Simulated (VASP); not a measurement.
# CuH2 (Pnnm) in VASP: notebook

CuH2 is run at these levels: PBE; tasks: single point, relaxation of cell and atoms.

All numbers are computed with VASP 6.6.1; they aren't measurements. Logs are shortened: lines on timing, memory, paths and dates and some standing lists are left out, and cuts for length are marked.

## Step 1: The cell of the first run

Symmetry: Pnnm, No. 58, orthorhombic system. Conventional cell: a = 4.863 Å, b = 5.228 Å, c = 2.385 Å, α = 90.00°, β = 90.00°, γ = 90.00°. Within 2.2 Å of Cu (site symmetry 2/m) lie 4 H at 1.63 Å. Within 2.5 Å of H (site symmetry m) lie 3 Cu at 1.63 to 2.47 Å and 3 H at 2.21 to 2.39 Å.

## Step 2: Single point, PBE (atoms taken out)

Input file INCAR:

```
PREC = Accurate
ENCUT = 700
EDIFF = 1E-6
ISMEAR = 0
SIGMA = 0.1
LREAL = False
LASPH = True
NELM = 120
ALGO = Normal
ISIF = 2
LWAVE = False
LCHARG = True
GGA = PE
LELF = True
LVHAR = True
NBANDS = 30
GGA_COMPAT = False
```

Input file KPOINTS:

```
Automatic mesh
0
Gamma
  4 4 6
```

Input file POSCAR:

```
CuH2
1.0
    4.8628382808      0.0000000000      0.0000000000
    0.0000000000      5.2282333722      0.0000000000
    0.0000000000      0.0000000000      2.3854580776
Cu H
2 4
Direct
    0.0000000000      0.0000000000      0.0000000000
    0.5000000000      0.5000000000      0.5000000000
    0.6712144174      0.6396384549      0.0000000000
    0.8287855826      0.1396384549      0.5000000000
    0.1712144174      0.8603615451      0.5000000000
    0.3287855826      0.3603615451      0.0000000000
```

Potentials or basis: VASP PAW PBE potentials, release 64 (Cu_sv_GW, H).

The run is started by

```bash
$ cat potpaw_PBE.64/Cu_sv_GW/POTCAR potpaw_PBE.64/H/POTCAR > POTCAR
$ mpirun -np 1 vasp_std > vasp.out
```

OUTCAR:

```text
PREC = Accurate
   ENCUT = 700
   EDIFF = 1E-6
   ISMEAR = 0
   LREAL = False
   LASPH = True
   NELM = 120
   ISIF = 2
   GGA = PE

 ion  position               nearest neighbor table
   1  0.000  0.000  0.000-   4 1.63   5 1.63   4 1.63   5 1.63
   2  0.500  0.500  0.500-   3 1.63   6 1.63   3 1.63   6 1.63
   3  0.671  0.640  0.000-   2 1.63   2 1.63
   4  0.829  0.140  0.500-   1 1.63   1 1.63
   5  0.171  0.860  0.500-   1 1.63   1 1.63
   6  0.329  0.360  0.000-   2 1.63   2 1.63

  LATTYP: Found a simple orthorhombic cell.
 ALAT       =     2.3854580776
 B/A-ratio  =     2.0385343706
 C/A-ratio  =     2.1917104397

  Lattice vectors:

 A1 = (   0.0000000000,   0.0000000000,   2.3854580776)
 A2 = (   4.8628382808,   0.0000000000,   0.0000000000)
 A3 = (   0.0000000000,   5.2282333722,   0.0000000000)

Analysis of symmetry for initial positions (statically):
=====================================================================
 Subroutine PRICEL returns:
 Original cell was already a primitive cell.

 Routine SETGRP: Setting up the symmetry group for a
 simple orthorhombic supercell.

 Subroutine GETGRP returns: Found  8 space group operations
 (whereof  4 operations were pure point group operations)
 out of a pool of  8 trial point group operations.

The static configuration has the point symmetry C_2h.
 The point group associated with its full space group is D_2h.

Analysis of symmetry for dynamics (positions and initial velocities):
=====================================================================
 Subroutine PRICEL returns:
 Original cell was already a primitive cell.

 Routine SETGRP: Setting up the symmetry group for a
 simple orthorhombic supercell.

 Subroutine GETGRP returns: Found  8 space group operations
 (whereof  4 operations were pure point group operations)
 out of a pool of  8 trial point group operations.

The dynamic configuration has the point symmetry C_2h.
 The point group associated with its full space group is D_2h.

 Subroutine INISYM returns: Found  8 space group operations
 (whereof  4 operations are pure point group operations),
 and found     1 'primitive' translations

----------------------------------------------------------------------------------------

                                     Primitive cell

  volume of cell :      60.6480

  direct lattice vectors                    reciprocal lattice vectors
     4.862838281  0.000000000  0.000000000     0.205641221  0.000000000  0.000000000
     0.000000000  5.228233372  0.000000000     0.000000000  0.191269197  0.000000000
     0.000000000  0.000000000  2.385458078     0.000000000  0.000000000  0.419206696

  length of vectors
     4.862838281  5.228233372  2.385458078     0.205641221  0.191269197  0.419206696

  position of ions in fractional coordinates (direct lattice)
     0.000000000  0.000000000  0.000000000
     0.500000000  0.500000000  0.500000000
     0.671214417  0.639638455  0.000000000
     0.828785583  0.139638455  0.500000000
     0.171214417  0.860361545  0.500000000
     0.328785583  0.360361545  0.000000000

  ion indices of the primitive-cell ions
   primitive index   ion index
                 1           1
                 2           2
                 3           3
                 4           4
                 5           5
                 6           6

----------------------------------------------------------------------------------------

 KPOINTS: Automatic mesh

Automatic generation of k-mesh.
 Grid dimensions read from file:
 generate k-points for:    4    4    6

 Generating k-lattice:

  Cartesian coordinates                     Fractional coordinates (reciprocal lattice)
     0.051410305  0.000000000  0.000000000     0.250000000  0.000000000  0.000000000
     0.000000000  0.047817299  0.000000000     0.000000000  0.250000000  0.000000000
     0.000000000  0.000000000  0.069867783     0.000000000  0.000000000  0.166666667

  Length of vectors
     0.051410305  0.047817299  0.069867783

  Shift w.r.t. Gamma in fractional coordinates (k-lattice)
     0.000000000  0.000000000  0.000000000

 Subroutine IBZKPT returns following result:
 ===========================================

 Found     36 irreducible k-points:

 Following reciprocal coordinates:
            Coordinates               Weight
  0.000000  0.000000  0.000000      1.000000
  0.250000  0.000000  0.000000      2.000000
  0.500000  0.000000  0.000000      1.000000
  0.000000  0.250000  0.000000      2.000000
  0.250000  0.250000  0.000000      4.000000
  0.500000  0.250000  0.000000      2.000000
[... 16 lines left out ...]
  0.250000  0.250000  0.333333      8.000000
  0.500000  0.250000  0.333333      4.000000
 [... further k-points ...]
   k-points           NKPTS =     36   k-points in BZ     NKDIM =     36   number of bands    NBANDS=     30
   number of dos      NEDOS =    301   number of ions     NIONS =      6
   total plane-waves  NPLWV =  48384
   dimension x,y,z NGX =    42 NGY =   48 NGZ =   24
   dimension x,y,z NGXF=    84 NGYF=   96 NGZF=   48
   ions per type =               2   4
   NGX,Y,Z   is equivalent  to a cutoff of  14.36, 15.26, 16.73 a.u.
   NGXF,Y,Z  is equivalent  to a cutoff of  28.72, 30.53, 33.45 a.u.
 SYSTEM =  unknown system
   PREC   = accura    normal or accurate (medium, high low for compatibility)
   ISTART =      0    job   : 0-new  1-cont  2-samecut
   ICHARG =      2    charge: 1-file 2-atom 10-const
   ISPIN  =      1    spin polarized calculation?
   LNONCOLLINEAR =      F non collinear calculations
   LSORBIT =      F    spin-orbit coupling
   LASPH  =      T    aspherical Exc in radial PAW
   ENCUT  =  700.0 eV  51.45 Ry    7.17 a.u.  10.49 11.28  5.15*2*pi/ulx,y,z
   NELM   =    120;   NELMIN=  2; NELMDL= -5     # of ELM steps
   EDIFF  = 0.1E-05   stopping-criterion for ELM
   LREAL  =      F    real-space projection
   EDIFFG = 0.1E-04   stopping-criterion for IOM
   NSW    =      0    number of steps for IOM
   IBRION =     -1    ionic relax: 0-MD 1-quasi-New 2-CG
   NFREE  =      0    steps in history (QN), initial steepest desc. (CG)
   ISIF   =      2    stress and relaxation
   ISYM   =      2    0-nonsym 1-usesym 2-fastsym
   POTIM  = 0.5000    time-step for ionic-motion
   TEBEG  =    0.0;   TEEND  =   0.0 temperature during run
   PSTRESS=    0.0 pullay stress
   NELECT =      42.0000    total number of electrons
   NUPDOWN=      -1.0000    fix difference up-down
   EMIN   =  10.00;   EMAX   =-10.00  energy-range for DOS
   EFERMI =   0.00;   METHOD = LEGACY
   ISMEAR =     0;   SIGMA  =   0.10  broadening in eV -4-tet -1-fermi 0-gaus
   EFERMI_NEDOS =   21; number of points for ismear=-14 and -15
   IALGO  =     38    algorithm
   IMIX   =      4    mixing-type and parameters
     AMIX     =   0.40;   BMIX     =  1.00
     AMIX_MAG =   1.60;   BMIX_MAG =  1.00
  volume/ion in A,a.u.               =      10.11        68.21
  Fermi-wavevector in a.u.,A,eV,Ry     =   1.448391  2.737062 28.542787  2.097836
  Thomas-Fermi vector in A             =   2.566237
   LORBIT       =      0    0 simple, 1 ext, 2 COOP (PROOUT), +10 PAW based schemes
   GGA     = PE    functional components
   LHFCALC =     F    Hartree Fock is set to
   AEXX    =    0.0000 exact exchange contribution
   IVDW    =     0    specifies the selected vdW correction
   LEPSILON=     F    determine dielectric tensor
   LRPA    =     F    only Hartree local field effects (RPA)
 non-spin polarized calculation
 Gauss-broadening in eV      SIGMA  =   0.10
  energy-cutoff  :      700.00
  volume of cell :       60.65
 maximum number of plane-waves:      2576
 NGX is ok and might be reduce to    42
   NGX = 21   NGY = 23   NGZ = 11

 number of electron      42.0000031 magnetization

 Free energy of the ion-electron system (eV)
  ---------------------------------------------------
  ext. energy  EPLUGINS =         0.00000000
  ---------------------------------------------------
  free energy    TOTEN  =       -19.56676463 eV

  energy without entropy =      -19.56676463  energy(sigma->0) =      -19.56676463

 E-fermi :   1.2507     XC(G=0):  -9.1413

 val. band max:        0.6511664235   @ k =   0.0000   0.5000   0.1667
 cond. band min:       1.8148795580   @ k =   0.5000   0.5000   0.3333
 fundamental gap:      1.1637131345
 Fermi energy:         1.2507172909

 k-point     1 :       0.0000    0.0000    0.0000
  band No.  band energies     occupation
      1    -111.6047      2.00000
      2    -111.6040      2.00000
      3     -69.1163      2.00000
      4     -69.1162      2.00000
      5     -69.1053      2.00000
      6     -69.1053      2.00000
[... 22 lines left out ...]
     29      16.2985      0.00000
     30      18.7855      0.00000

 k-point     2 :       0.2500    0.0000    0.0000
  band No.  band energies     occupation
      1    -111.6044      2.00000
      2    -111.6039      2.00000
      3     -69.1163      2.00000
      4     -69.1160      2.00000
      5     -69.1052      2.00000
      6     -69.1051      2.00000
[... 22 lines left out ...]
     29      16.6475      0.00000
     30      16.8350      0.00000

 k-point     3 :       0.5000    0.0000    0.0000
  band No.  band energies     occupation
      1    -111.6041      2.00000
      2    -111.6041      2.00000
      3     -69.1162      2.00000
      4     -69.1162      2.00000
      5     -69.1050      2.00000
      6     -69.1050      2.00000
[... 22 lines left out ...]
     29      15.9756      0.00000
     30      15.9756      0.00000

 k-point     4 :       0.0000    0.2500    0.0000
  band No.  band energies     occupation
      1    -111.6046      2.00000
      2    -111.6039      2.00000
      3     -69.1163      2.00000
      4     -69.1160      2.00000
      5     -69.1054      2.00000
      6     -69.1051      2.00000
[... 22 lines left out ...]
     29      14.7944      0.00000
     30      18.3458      0.00000

 k-point     5 :       0.2500    0.2500    0.0000
  band No.  band energies     occupation
      1    -111.6043      2.00000
      2    -111.6041      2.00000
      3     -69.1162      2.00000
      4     -69.1161      2.00000
      5     -69.1053      2.00000
      6     -69.1051      2.00000
[... 22 lines left out ...]
     29      14.5632      0.00000
     30      16.6448      0.00000
[... 526 lines left out ...]
     29      14.0970      0.00000
     30      14.0970      0.00000

 k-point    22 :       0.0000    0.2500    0.3333
  band No.  band energies     occupation
      1    -111.5948      2.00000
      2    -111.5947      2.00000
      3     -69.2120      2.00000
      4     -69.2120      2.00000
      5     -69.0951      2.00000
      6     -69.0948      2.00000
[... 22 lines left out ...]
     29      11.5765      0.00000
     30      12.9923      0.00000

 k-point    23 :       0.2500    0.2500    0.3333
  band No.  band energies     occupation
      1    -111.5949      2.00000
      2    -111.5948      2.00000
      3     -69.2123      2.00000
      4     -69.2121      2.00000
      5     -69.0952      2.00000
      6     -69.0950      2.00000
[... 22 lines left out ...]
     29      11.8597      0.00000
     30      12.2771      0.00000

 k-point    24 :       0.5000    0.2500    0.3333
  band No.  band energies     occupation
      1    -111.5947      2.00000
      2    -111.5947      2.00000
      3     -69.2121      2.00000
      4     -69.2121      2.00000
      5     -69.0949      2.00000
      6     -69.0949      2.00000
[... 22 lines left out ...]
     29      13.9712      0.00000
     30      13.9712      0.00000

 [... further k-points ...]

------------------------ aborting loop because EDIFF is reached ----------------------------------------

  FORCE on cell =-STRESS in cart. coord.  units (eV):
  Direction    XX          YY          ZZ          XY          YZ          ZX
  --------------------------------------------------------------------------------------
  -------------------------------------------------------------------------------------
  Total       -0.7575679     -0.8684425     -0.8386928     -0.0000000      0.0000000      0.0000000
  in kB      -20.0131543    -22.9422013    -22.1562828     -0.0000000      0.0000000      0.0000000
  external PRESSURE =     -21.7038795 kB  Pullay stress =       0.0000000 kB

 VOLUME and BASIS-vectors are now :
 -----------------------------------------------------------------------------
  energy-cutoff  :      700.00
  volume of cell :       60.65
      direct lattice vectors                 reciprocal lattice vectors
     4.862838281  0.000000000  0.000000000     0.205641221  0.000000000  0.000000000
     0.000000000  5.228233372  0.000000000     0.000000000  0.191269197  0.000000000
     0.000000000  0.000000000  2.385458078     0.000000000  0.000000000  0.419206696

 POSITION                                       TOTAL-FORCE (eV/Angst)
 -----------------------------------------------------------------------------------
      0.00000      0.00000      0.00000         0.000000     -0.000000      0.000000
      2.43142      2.61412      1.19273         0.000000     -0.000000      0.000000
      3.26401      3.34418      0.00000        -0.002959     -0.002096     -0.000000
      4.03025      0.73006      1.19273         0.002959     -0.002096      0.000000
      0.83259      4.49817      1.19273        -0.002959      0.002096      0.000000
      1.59883      1.88405      0.00000         0.002959      0.002096      0.000000
 -----------------------------------------------------------------------------------
    total drift:                                0.000000     -0.000000     -0.000000

  FREE ENERGIE OF THE ION-ELECTRON SYSTEM (eV)
  ---------------------------------------------------
  free  energy   TOTEN  =       -19.5667646274 eV

  energy  without entropy=      -19.5667646274  energy(sigma->0) =      -19.56676463
```

Run time: 93 s. Hardware: 1 thread of Intel Xeon Platinum 8375C at 2.90GHz (Ice Lake), shared host; peak memory 0.27 GiB.

What came out:

```yaml
Free_energy: -19.5668 eV
Pressure: -2.2 GPa
Largest_force: 0.004 eV/Å
Band_gap_on_the_k_mesh: zero (bands 21 and 22 overlap by 5.34 eV)
```

Forces on the atoms (eV/Å):
```
Cu   0.000  0.000  0.000
Cu   0.000  0.000  0.000
H   -0.003 -0.002  0.000
H    0.003 -0.002  0.000
H   -0.003  0.002  0.000
H    0.003  0.002  0.000
```

Stress tensor (GPa, compression positive):
```
-2.00  0.00  0.00
 0.00 -2.29  0.00
 0.00  0.00 -2.22
```

Caveat: the k points lie up to 0.44 Å⁻¹ apart, too coarse for converged energies and pressures of a metal; the cell differs from its parent crystal (atoms taken out).

## Step 3: Relaxation of cell and atoms, PBE (atoms taken out)

Input file INCAR:

```
SYSTEM = CuH2
PREC     = Accurate       ! precision mode
ENCUT    = 600            ! plane-wave cutoff, eV
EDIFF    = 1E-6           ! SCF threshold, eV
ISMEAR   = 0              ! smearing method
SIGMA    = 0.1            ! smearing width, eV
LREAL    = .False.        ! projectors in reciprocal space
LASPH    = .True.         ! aspherical terms in the spheres
NELM     = 100            ! most SCF steps
ALGO     = Normal         ! electronic algorithm
ISIF     = 3              ! what is computed and relaxed
LWAVE    = .False.        ! write WAVECAR
LCHARG   = .False.        ! write CHGCAR
GGA      = PE             ! functional
IBRION   = 2              ! ionic algorithm
NSW      = 100            ! ionic steps
EDIFFG   = -0.01          ! ionic threshold
```

Input file KPOINTS:

```
Automatic mesh
0
Gamma
  8 8 16
  0 0 0
```

POSCAR is that of step 2.

Potentials or basis: VASP PAW PBE potentials, release 64 (Cu, H).

The run is started by

```bash
$ cat potpaw_PBE.64/Cu/POTCAR potpaw_PBE.64/H/POTCAR > POTCAR
$ mpirun -np 1 vasp_std > vasp.out
```

It took 37 min on 1 thread of Intel Xeon 8259CL, shared host; peak memory 0.39 GiB.

The run converged. Its results:

```yaml
Free_energy: -19.3437 eV
Relaxed_volume: 9.03 Å³/atom
Relaxed_cell: a = 4.653 Å, b = 4.851 Å, c = 2.399 Å, α = 90.00°, β = 90.00°, γ = 90.00°
Space_group_after_relaxing_to_0.1_Å: Pnnm (No. 58)
Energy_gained_by_relaxing: 4.0 meV/atom
Ionic_steps: 11
Pressure_after_relaxing: 0.0 GPa
Largest_force_after_relaxing: 0.009 eV/Å
Band_gap_on_the_k_mesh: zero (bands 13 and 14 overlap by 5.18 eV)
```

Forces on the atoms (eV/Å):
```
Cu   0.000  0.000  0.000
Cu   0.000  0.000  0.000
H   -0.005  0.008  0.000
H    0.005  0.008  0.000
H   -0.005 -0.008  0.000
H    0.005 -0.008  0.000
```

Stress tensor (GPa, compression positive):
```
 0.04  0.00  0.00
 0.00  0.11  0.00
 0.00  0.00 -0.11
```

The path:
```
step  energy change (eV)  largest force (eV/Å)  pressure (GPa)  volume (Å³)
   1              0.0000                0.0679           -0.05        60.65
   2             -0.0021                0.0406           -0.42        60.62
   3             -0.0031                0.0095           -0.93        60.58
   4             -0.0047                0.0135           -0.85        60.31
   5             -0.0092                0.0281           -0.77        59.47
   6             -0.0161                0.0606           -0.24        57.83
   7             -0.0189                0.1348            0.92        54.60
   8             -0.0197                0.1089            0.47        55.69
   9             -0.0221                0.0668            0.11        55.24
  10             -0.0233                0.0097           -0.31        54.53
  11             -0.0239                0.0090            0.01        54.16
```

Final structure:
```xyz
6
Lattice="4.6528 0.0000 0.0000 0.0000 4.8512 0.0000 0.0000 0.0000 2.3995" Properties=species:S:1:pos:R:3 pbc="T T T"
Cu    0.0000    0.0000    0.0000
Cu    2.3264    2.4256    1.1997
H     3.1706    3.1591    0.0000
H     3.8086    0.7335    1.1997
H     0.8442    4.1176    1.1997
H     1.4822    1.6920    0.0000
```

Levels at points of the mesh, in eV from the Fermi level:
| k point | band 10 | band 11 | band 12 | band 13 | band 14 | band 15 | band 16 | band 17 |
| --- | --- | --- | --- | --- | --- | --- | --- | --- |
| (0.00, 0.00, 0.00) | -2.71 | -2.65 | -2.21 | -2.21 | -1.42 | 4.77 | 5.09 | 5.76 |
| (0.50, 0.00, 0.00) | -2.73 | -2.21 | -2.21 | -1.33 | -1.33 | 2.97 | 2.97 | 9.21 |
| (0.00, 0.50, 0.00) | -2.73 | -2.21 | -2.21 | -1.38 | -1.38 | 3.40 | 3.40 | 8.86 |
| (0.50, 0.50, 0.00) | -2.73 | -2.31 | -2.31 | -2.21 | -2.21 | 5.38 | 5.38 | 9.57 |
| (0.00, 0.00, 0.50) | -2.62 | -1.90 | -1.90 | 2.94 | 2.94 | 4.82 | 4.82 | 7.50 |
| (0.50, 0.00, 0.50) | -2.60 | -2.31 | -2.31 | 2.20 | 2.20 | 6.14 | 6.14 | 6.78 |
| (0.00, 0.50, 0.50) | -2.61 | -2.31 | -2.31 | 2.27 | 2.27 | 5.87 | 5.87 | 7.23 |
| (0.50, 0.50, 0.50) | -2.59 | -1.98 | -1.98 | 2.37 | 2.37 | 4.08 | 4.08 | 5.67 |

Caveat: the cell differs from its parent crystal (atoms taken out).
